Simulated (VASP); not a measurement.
Wanted: the native input for a VASP 6.6.1 run.

```
Task                   : single point
Functional             : BLYP
Potentials or basis    : VASP PAW PBE potentials, release 64 (Ga_d)
Cutoff                 : 520 eV
k mesh                 : 14 × 14 × 14
Occupations            : fermi-dirac, width 0.1 eV
Spin                   : no spin polarisation
Dipole correction      : no
Further INCAR settings : ALGO = Normal; EDIFF = 1e-07; NBANDS = 12
```

The structure of Ga lies in POSCAR:

```
Ga
1.0
   -1.7631219177      1.7631219177      1.7631219177
    1.7631219177     -1.7631219177      1.7631219177
    1.7631219177      1.7631219177     -1.7631219177
Ga
1
Direct
    0.0000000000      0.0000000000      0.0000000000
```

One way to write it, as run:

INCAR

```
SYSTEM = Ga
AGGAC = 1.0 ; AGGAX = 1.0
ALDAC = 0.0 ; ALDAX = 1.0
ALGO = Normal ; EDIFF = 1E-7
ENCUT = 520 ; GGA = B5
ISIF = 2 ; ISMEAR = -1
LASPH = .True. ; LCHARG = .False.
LREAL = .False. ; LWAVE = .False.
NBANDS = 12 ; NELM = 80
PREC = Accurate ; SIGMA = 0.1
```

KPOINTS

```
k-points
0
Gamma
  14 14 14
  0 0 0
```

Potentials or basis: VASP PAW PBE potentials, release 64 (Ga_d).

Run with:

```console
$ cat potpaw_PBE.64/Ga_d/POTCAR > POTCAR
$ mpirun -np 1 vasp_std > vasp.out
```

It gave:

```json
{
  "Pressure": "0.1 GPa"
}
```

Caveat: the PAW data sets were made with another functional, which shifts forces and pressure a little.

It took 41 s on 1 thread of Intel(R) Xeon(R) Platinum 8259CL CPU @ 2.50GHz (Skylake/Cascade Lake), with other jobs on the host, peak memory 0.15 GiB.
